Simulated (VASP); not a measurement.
# W4C4N in VASP: a series of runs

W4C4N is run at these levels: PBE+D3(BJ); tasks: single point.

Everything below comes from runs of VASP 6.6.1. Logs are shortened: lines on timing, memory, paths and dates and some standing lists are left out, and cuts for length are marked.

## 1. The cell of the first run

The cell holds a slab with vacuum, 18 atoms: a = 5.710 Å, b = 5.710 Å, c = 15.205 Å, α = 90.00°, β = 90.00°, γ = 120.00°.

## 2. Single point, PBE+D3(BJ)

File INCAR:

```
PREC = Accurate
ENCUT = 520
EDIFF = 1E-6
ISMEAR = -1
SIGMA = 0.05
LREAL = Auto
LASPH = True
NELM = 60
ALGO = Normal
ISIF = 2
LWAVE = False
LCHARG = False
GGA = PE
IVDW = 12
NBANDS = 92
```

File KPOINTS:

```
regular mesh
0
Gamma
  2 2 1
```

File POSCAR:

```
W4C4N
1.0
    5.7102600000      0.0000000000      0.0000000000
   -2.8551300000      4.9452300000      0.0000000000
    0.0000000000      0.0000000000     15.2045300000
W C N
8 8 2
Direct
    0.0000000000      0.0000000000      0.0657698725
   -0.0104340365     -0.0110611640      0.2555685707
   -0.0000076459      0.4999969668      0.0657698725
    0.0142972528      0.5145968944      0.2446441949
    0.4999947463      0.0000000000      0.0657698725
    0.4688200058     -0.0366413696      0.2598238814
    0.5000046127      0.4999969668      0.0657698725
    0.4926638592      0.5062251907      0.2520696135
    0.3462489512      0.1995256035      0.1552892460
    0.3221655686      0.1743700495      0.3263566845
    0.3182713367      0.6702013860      0.1479295973
    0.3298683902      0.6533973142      0.3337952571
    0.8360508010      0.1793849831      0.1503236207
    0.8031167471      0.1172645155      0.3198060052
    0.8509817385      0.6936381119      0.1549143578
    0.8257150804      0.6270284699      0.3219501030
    0.7030833144      0.4879247275      0.5443180421
    0.8543733800      0.4705544535      0.5059413214
```

Potentials or basis: VASP PAW PBE potentials, release 64 (W_sv, C, N).

On the command line:

```sh
cat potpaw_PBE.64/W_sv/POTCAR potpaw_PBE.64/C/POTCAR potpaw_PBE.64/N/POTCAR > POTCAR
mpirun -np 1 vasp_std > vasp.out
```

OUTCAR:

```text
PREC = Accurate
   ENCUT = 520
   EDIFF = 1E-6
   ISMEAR = -1
   LREAL = Auto
   LASPH = True
   NELM = 60
   ISIF = 2
   GGA = PE
   IVDW = 12
 IVDW          = 12

 ion  position               nearest neighbor table
   1  0.000  0.000  0.066-  15 2.03  13 2.13   9 2.19   5 2.86   7 2.86   3 2.86   3 2.86   7 2.86
                             5 2.86   2 2.89
   2  0.990  0.989  0.256-  14 1.85  10 1.97  16 2.06  15 2.12  13 2.34   9 2.34   4 2.79   8 2.80
                             6 2.81   1 2.89   6 2.90   8 2.91   4 2.94
   3  1.000  0.500  0.066-  11 2.01  13 2.04  15 2.17   4 2.72   7 2.86   5 2.86   1 2.86   1 2.86
                             5 2.86   7 2.86
   4  0.014  0.515  0.245-  16 1.91  12 2.07  11 2.10  15 2.17  13 2.19  14 2.27   6 2.59   3 2.72
                             8 2.76   2 2.79   2 2.94   8 2.96   6 3.14
   5  0.500  0.000  0.066-  11 2.06  13 2.10   9 2.22   7 2.86   1 2.86   3 2.86   3 2.86   1 2.86
                             7 2.86   6 2.96
   6  0.469  0.963  0.260-  14 1.89  12 1.90  10 2.05  11 2.24   9 2.40  13 2.47   4 2.59   8 2.68
                             2 2.81   2 2.90   5 2.96   8 3.04   4 3.14
   7  0.500  0.500  0.066-   9 2.02  11 2.14  15 2.20   8 2.83   3 2.86   5 2.86   1 2.86   1 2.86
                             5 2.86   3 2.86
   8  0.493  0.506  0.252-  12 1.97  16 1.98  10 1.99   9 2.11  11 2.30  15 2.31   6 2.68   4 2.76
                             2 2.80   7 2.83   2 2.91   4 2.96   6 3.04
   9  0.346  0.200  0.155-   7 2.02   8 2.11   1 2.19   5 2.22   2 2.34   6 2.40
  10  0.322  0.174  0.326-   2 1.97   8 1.99   6 2.05
  11  0.318  0.670  0.148-   3 2.01   5 2.06   4 2.10   7 2.14   6 2.24   8 2.30
  12  0.330  0.653  0.334-   6 1.90   8 1.97   4 2.07
  13  0.836  0.179  0.150-   3 2.04   5 2.10   1 2.13   4 2.19   2 2.34   6 2.47
  14  0.803  0.117  0.320-   2 1.85   6 1.89   4 2.27
  15  0.851  0.694  0.155-   1 2.03   2 2.12   3 2.17   4 2.17   7 2.20   8 2.31
  16  0.826  0.627  0.322-   4 1.91   8 1.98   2 2.06
  17  0.703  0.488  0.544-  18 1.09
  18  0.854  0.471  0.506-  17 1.09

  LATTYP: Found a hexagonal cell.
 ALAT       =     5.7102600000
 C/A-ratio  =     2.6626686000

  Lattice vectors:

 A1 = (   5.7102600000,   0.0000000000,   0.0000000000)
 A2 = (  -2.8551300000,   4.9452300000,   0.0000000000)
 A3 = (   0.0000000000,   0.0000000000,  15.2045300000)

Analysis of symmetry for initial positions (statically):
=====================================================================
 Subroutine PRICEL returns:
 Original cell was already a primitive cell.

 Routine SETGRP: Setting up the symmetry group for a
 hexagonal supercell.

 Subroutine GETGRP returns: Found  1 space group operations
 (whereof  1 operations were pure point group operations)
 out of a pool of 24 trial point group operations.

The static configuration has the point symmetry C_1 .

Analysis of symmetry for dynamics (positions and initial velocities):
=====================================================================
 Subroutine PRICEL returns:
 Original cell was already a primitive cell.

 Routine SETGRP: Setting up the symmetry group for a
 hexagonal supercell.

 Subroutine GETGRP returns: Found  1 space group operations
 (whereof  1 operations were pure point group operations)
 out of a pool of 24 trial point group operations.

The dynamic configuration has the point symmetry C_1 .

 Subroutine INISYM returns: Found  1 space group operations
 (whereof  1 operations are pure point group operations),
 and found     1 'primitive' translations

----------------------------------------------------------------------------------------

                                     Primitive cell

  volume of cell :     429.3539

  direct lattice vectors                    reciprocal lattice vectors
     5.710260000  0.000000000  0.000000000     0.175123374  0.101107532  0.000000000
    -2.855130000  4.945230000  0.000000000     0.000000000  0.202215064  0.000000000
     0.000000000  0.000000000 15.204530000     0.000000000  0.000000000  0.065769873

  length of vectors
     5.710260000  5.710259808 15.204530000     0.202215057  0.202215064  0.065769873

  position of ions in fractional coordinates (direct lattice)
     0.000000000  0.000000000  0.065769872
     0.989565963  0.988938836  0.255568571
     0.999992354  0.499996967  0.065769872
     0.014297253  0.514596894  0.244644195
     0.499994746  0.000000000  0.065769872
     0.468820006  0.963358630  0.259823881
[... 10 lines left out ...]
     0.703083314  0.487924728  0.544318042
     0.854373380  0.470554454  0.505941321

  ion indices of the primitive-cell ions
   primitive index   ion index
                 1           1
                 2           2
                 3           3
                 4           4
                 5           5
                 6           6
[... 10 lines left out ...]
                17          17
                18          18

----------------------------------------------------------------------------------------

 KPOINTS: regular mesh

Automatic generation of k-mesh.
 Grid dimensions read from file:
 generate k-points for:    2    2    1

 Generating k-lattice:

  Cartesian coordinates                     Fractional coordinates (reciprocal lattice)
     0.087561687  0.050553766  0.000000000     0.500000000  0.000000000  0.000000000
     0.000000000  0.101107532  0.000000000     0.000000000  0.500000000  0.000000000
     0.000000000  0.000000000  0.065769873     0.000000000  0.000000000  1.000000000

  Length of vectors
     0.101107528  0.101107532  0.065769873

  Shift w.r.t. Gamma in fractional coordinates (k-lattice)
     0.000000000  0.000000000  0.000000000

 Subroutine IBZKPT returns following result:
 ===========================================

 Found      4 irreducible k-points:

 Following reciprocal coordinates:
            Coordinates               Weight
  0.000000  0.000000  0.000000      1.000000
  0.500000  0.000000  0.000000      1.000000
  0.000000  0.500000  0.000000      1.000000
  0.500000  0.500000  0.000000      1.000000
   k-points           NKPTS =      4   k-points in BZ     NKDIM =      4   number of bands    NBANDS=     92
   number of dos      NEDOS =    301   number of ions     NIONS =     18
   total plane-waves  NPLWV = 211680
   dimension x,y,z NGX =    42 NGY =   42 NGZ =  120
   dimension x,y,z NGXF=    84 NGYF=   84 NGZF=  240
   ions per type =               8   8   2
   NGX,Y,Z   is equivalent  to a cutoff of  12.23, 12.23, 13.12 a.u.
   NGXF,Y,Z  is equivalent  to a cutoff of  24.46, 24.46, 26.24 a.u.
 SYSTEM =  unknown system
   PREC   = accura    normal or accurate (medium, high low for compatibility)
   ISTART =      0    job   : 0-new  1-cont  2-samecut
   ICHARG =      2    charge: 1-file 2-atom 10-const
   ISPIN  =      1    spin polarized calculation?
   LNONCOLLINEAR =      F non collinear calculations
   LSORBIT =      F    spin-orbit coupling
   LASPH  =      T    aspherical Exc in radial PAW
   ENCUT  =  520.0 eV  38.22 Ry    6.18 a.u.  10.62 10.62 28.27*2*pi/ulx,y,z
   NELM   =     60;   NELMIN=  2; NELMDL= -5     # of ELM steps
   EDIFF  = 0.1E-05   stopping-criterion for ELM
   LREAL  =      T    real-space projection
   EDIFFG = 0.1E-04   stopping-criterion for IOM
   NSW    =      0    number of steps for IOM
   IBRION =     -1    ionic relax: 0-MD 1-quasi-New 2-CG
   NFREE  =      0    steps in history (QN), initial steepest desc. (CG)
   ISIF   =      2    stress and relaxation
   ISYM   =      2    0-nonsym 1-usesym 2-fastsym
   POTIM  = 0.5000    time-step for ionic-motion
   TEBEG  =    0.0;   TEEND  =   0.0 temperature during run
   PSTRESS=    0.0 pullay stress
   NELECT =     154.0000    total number of electrons
   NUPDOWN=      -1.0000    fix difference up-down
   EMIN   =  10.00;   EMAX   =-10.00  energy-range for DOS
   EFERMI =   0.00;   METHOD = LEGACY
   ISMEAR =    -1;   SIGMA  =   0.05  broadening in eV -4-tet -1-fermi 0-gaus
   EFERMI_NEDOS =   21; number of points for ismear=-14 and -15
   IALGO  =     38    algorithm
   IMIX   =      4    mixing-type and parameters
     AMIX     =   0.40;   BMIX     =  1.00
     AMIX_MAG =   1.60;   BMIX_MAG =  1.00
  volume/ion in A,a.u.               =      23.85       160.97
  Fermi-wavevector in a.u.,A,eV,Ry     =   1.163170  2.198073 18.408206  1.352965
  Thomas-Fermi vector in A             =   2.299723
   LORBIT       =      0    0 simple, 1 ext, 2 COOP (PROOUT), +10 PAW based schemes
   GGA     = PE    functional components
   LHFCALC =     F    Hartree Fock is set to
   AEXX    =    0.0000 exact exchange contribution
   IVDW    =    12    specifies the selected vdW correction
   LEPSILON=     F    determine dielectric tensor
   LRPA    =     F    only Hartree local field effects (RPA)
 non-spin polarized calculation
  energy-cutoff  :      520.00
  volume of cell :      429.35
 maximum number of plane-waves:     11613
   NGX = 21   NGY = 21   NGZ = 57

 number of electron     154.0000010 magnetization

 Free energy of the ion-electron system (eV)
  ---------------------------------------------------
  ext. energy  EPLUGINS =         0.00000000
  ---------------------------------------------------
  free energy    TOTEN  =      -176.39153715 eV

  energy without entropy =     -176.31246581  energy(sigma->0) =     -176.35200148

 E-fermi :   1.4884     XC(G=0):  -7.2239

 val. band max:        1.4669123093   @ k =   0.0000   0.0000   0.0000
 cond. band min:       1.5317736086   @ k =   0.0000   0.0000   0.0000
 fundamental gap:      0.0648612993
 Fermi energy:         1.4884133457

 k-point     1 :       0.0000    0.0000    0.0000
  band No.  band energies     occupation
      1     -72.6120      2.00000
      2     -72.5536      2.00000
      3     -72.5370      2.00000
      4     -72.5119      2.00000
      5     -72.3275      2.00000
      6     -72.2542      2.00000
[... 81 lines left out ...]
     88       4.3771      0.00000
     89       4.5965      0.00000

 k-point     2 :       0.5000    0.0000    0.0000
  band No.  band energies     occupation
      1     -72.5895      2.00000
      2     -72.5576      2.00000
      3     -72.5535      2.00000
      4     -72.5141      2.00000
      5     -72.3110      2.00000
      6     -72.2610      2.00000
[... 81 lines left out ...]
     88       3.5530      0.00000
     89       3.7247      0.00000

 k-point     3 :       0.0000    0.5000    0.0000
  band No.  band energies     occupation
      1     -72.5798      2.00000
      2     -72.5789      2.00000
      3     -72.5380      2.00000
      4     -72.5179      2.00000
      5     -72.3124      2.00000
      6     -72.2620      2.00000
[... 81 lines left out ...]
     88       3.6112      0.00000
     89       3.8859      0.00000

 k-point     4 :       0.5000    0.5000    0.0000
  band No.  band energies     occupation
      1     -72.5825      2.00000
      2     -72.5762      2.00000
      3     -72.5387      2.00000
      4     -72.5174      2.00000
      5     -72.3062      2.00000
      6     -72.2719      2.00000
[... 81 lines left out ...]
     88       3.5437      0.00000
     89       3.7141      0.00000
 [bands above 89 left out]

------------------------ aborting loop because EDIFF is reached ----------------------------------------

 Edisp (eV)   -5.06882

 E8    (eV) :    -2.3611

  FORCE on cell =-STRESS in cart. coord.  units (eV):
  Direction    XX          YY          ZZ          XY          YZ          ZX
  --------------------------------------------------------------------------------------
  -------------------------------------------------------------------------------------
  Total      28.69548    26.67143    18.12061     1.21312     1.75596    -2.09360
  in kB     107.08007    99.52713    67.61888     4.52690     6.55253    -7.81248
  external pressure =       91.41 kB  Pullay stress =        0.00 kB

 VOLUME and BASIS-vectors are now :
 -----------------------------------------------------------------------------
  energy-cutoff  :      520.00
  volume of cell :      429.35
      direct lattice vectors                 reciprocal lattice vectors
     5.710260000  0.000000000  0.000000000     0.175123374  0.101107532  0.000000000
    -2.855130000  4.945230000  0.000000000     0.000000000  0.202215064  0.000000000
     0.000000000  0.000000000 15.204530000     0.000000000  0.000000000  0.065769873

 POSITION                                       TOTAL-FORCE (eV/Angst)
 -----------------------------------------------------------------------------------
      0.00000      0.00000      1.00000         0.221733      1.126231     -0.106456
      2.82713      4.89053      3.88580         1.456214      1.303845     -2.268039
      4.28266      2.47260      1.00000        -0.973755     -0.133151     -2.499213
     -1.38760      2.54480      3.71970        -1.299257     -5.260760      3.466410
      2.85510      0.00000      1.00000        -0.548806      1.228032      0.029564
     -0.07343      4.76403      3.95050        -0.329417      5.568638     -2.236965
[... 10 lines left out ...]
      2.62170      2.41290      8.27610        -3.681291      0.339947      2.328211
      3.53520      2.32700      7.69260         3.679110     -0.357752     -2.281653
 -----------------------------------------------------------------------------------
    total drift:                               -0.005951      0.000979     -0.010952

  FREE ENERGIE OF THE ION-ELECTRON SYSTEM (eV)
  ---------------------------------------------------
  free  energy   TOTEN  =      -181.4603582588 eV

  energy  without entropy=     -181.3812869242  energy(sigma->0) =     -181.42082259
```

It took 7.8 min on 1 thread of AMD EPYC 9R45 (Zen 5), shared host; peak memory 0.47 GiB.

Results:

* Free energy: -181.4604 eV
* Largest force: 6.433 eV/Å
* Band gap on the k mesh: zero (bands 77 and 78 overlap by 0.47 eV)
* Dispersion energy per atom: -0.282 eV

Forces in eV/Å, atoms in the order of the input:
```
W    0.222  1.126 -0.106
W    1.456  1.304 -2.268
W   -0.974 -0.133 -2.499
W   -1.299 -5.261  3.466
W   -0.549  1.228  0.030
W   -0.329  5.569 -2.237
W    0.129  0.574 -0.747
W    1.318 -1.446 -0.049
C   -0.008 -2.533 -0.974
C    1.084 -1.023  0.937
C    1.795  0.601  0.411
C   -0.964 -0.890  0.543
C    0.093 -1.042  0.188
C   -0.541  2.975  2.922
C   -0.611 -1.619 -1.107
C   -0.820  0.588  1.444
N   -3.681  0.340  2.328
N    3.679 -0.358 -2.282
```

Levels at points of the mesh, in eV from the Fermi level:
```tsv
k point	band 75	band 76	band 77	band 78	band 79	band 80	band 81	band 82
(0.00, 0.00, 0.00)	0.04	0.12	0.22	0.27	0.89	1.15	1.34	1.77
(0.50, 0.00, 0.00)	-1.09	-0.81	-0.58	-0.25	0.31	0.71	0.99	1.28
(0.00, 0.50, 0.00)	-1.19	-0.81	-0.59	-0.23	0.09	0.91	0.98	1.18
(0.50, 0.50, 0.00)	-1.31	-0.70	-0.64	-0.05	0.09	0.83	1.04	1.37
```

Caveat: the k points lie up to 0.64 Å⁻¹ apart; the standard files for N, O and F lose accuracy on very short bonds; the atoms stand as in a frame of molecular dynamics; spin-orbit coupling is left out, which moves the levels of the heavy elements.

## 3. Single point, PBE+D3(BJ)

File INCAR:

```
PREC = Accurate
ENCUT = 520
EDIFF = 1E-7
ISMEAR = -1
SIGMA = 0.05
LREAL = Auto
LASPH = T
NELM = 80
ALGO = Normal
ISIF = 2
LWAVE = F
LCHARG = T
GGA = PE
IVDW = 12
LELF = T
LVHAR = T
NBANDS = 92
```

File KPOINTS:

```
Automatic mesh
0
Gamma
  2 2 1
```

File POSCAR:

```
W4C4N
1.0
    5.7102600000      0.0000000000      0.0000000000
   -2.8551300000      4.9452300000      0.0000000000
    0.0000000000      0.0000000000     15.2045300000
W C N
8 8 2
Direct
    0.0000000000      0.0000000000      0.0657698725
   -0.0237140533     -0.0136292953      0.2559631899
   -0.0000076459      0.4999969668      0.0657698725
   -0.0057568784      0.4950831407      0.2450848530
    0.4999947463      0.0000000000      0.0657698725
    0.4692126930     -0.0293414058      0.2548977180
    0.5000046127      0.4999969668      0.0657698725
    0.4889762717      0.4901288717      0.2553252222
    0.3484014082      0.1680002750      0.1524085256
    0.2811808828      0.1185991349      0.3329468257
    0.3284043425      0.6650044588      0.1546512783
    0.3045080446      0.6212046760      0.3283560886
    0.8207989645      0.1577075283      0.1394387068
    0.8435964787      0.1736016323      0.3280798551
    0.8263575327      0.6576640520      0.1534279586
    0.8516989000      0.6822534038      0.3293886756
    0.7581790342      0.5731785984      0.5501978687
    0.9473520141      0.6077573743      0.5137416283
```

Potentials or basis: VASP PAW PBE potentials, release 64 (W_sv, C, N).

On the command line:

```sh
cat potpaw_PBE.64/W_sv/POTCAR potpaw_PBE.64/C/POTCAR potpaw_PBE.64/N/POTCAR > POTCAR
mpirun -np 1 vasp_std > vasp.out
```

Run time: 8.3 min. Hardware: 1 thread of AMD EPYC 9R45 (Zen 5), shared host; peak memory 0.46 GiB.

It converged, with:

```
Free energy                : -182.1565 eV
Largest force              : 4.698 eV/Å
Band gap on the k mesh     : zero (bands 77 and 78 overlap by 0.42 eV)
Dispersion energy per atom : -0.280 eV
```

Forces in eV/Å, atoms in the order of the input:
```
W    0.753 -0.497 -0.942
W    0.565  1.286 -2.177
W   -0.221  0.558 -2.247
W   -1.540 -2.140  3.889
W   -1.186 -0.942 -2.017
W    1.968  3.344  1.728
W    0.162 -0.410 -0.233
W    1.690 -1.437  0.064
C   -1.360 -0.320  0.234
C    2.018  1.522 -0.365
C    0.578 -0.273 -0.731
C   -0.729  1.510  0.781
C    0.744  0.620  3.349
C   -2.284 -0.259 -0.527
C   -0.435  0.506 -0.971
C   -0.718 -3.063  0.157
N    3.092  0.528 -1.740
N   -3.097 -0.532  1.748
```

Levels at points of the mesh, in eV from the Fermi level:
| k point | band 75 | band 76 | band 77 | band 78 | band 79 | band 80 | band 81 | band 82 |
| --- | --- | --- | --- | --- | --- | --- | --- | --- |
| (0.00, 0.00, 0.00) | 0.09 | 0.14 | 0.19 | 0.37 | 1.03 | 1.24 | 1.44 | 1.61 |
| (0.50, 0.00, 0.00) | -1.14 | -0.77 | -0.53 | -0.23 | 0.06 | 0.93 | 1.08 | 1.30 |
| (0.00, 0.50, 0.00) | -1.19 | -0.62 | -0.56 | -0.07 | 0.00 | 1.07 | 1.09 | 1.28 |
| (0.50, 0.50, 0.00) | -1.17 | -0.81 | -0.53 | -0.04 | 0.02 | 0.98 | 1.09 | 1.31 |

Caveat: the k points lie up to 0.64 Å⁻¹ apart; the standard files for N, O and F lose accuracy on very short bonds; the atoms stand as in a frame of molecular dynamics; spin-orbit coupling is left out, which moves the levels of the heavy elements.

(Continued in part 2 of 2.)
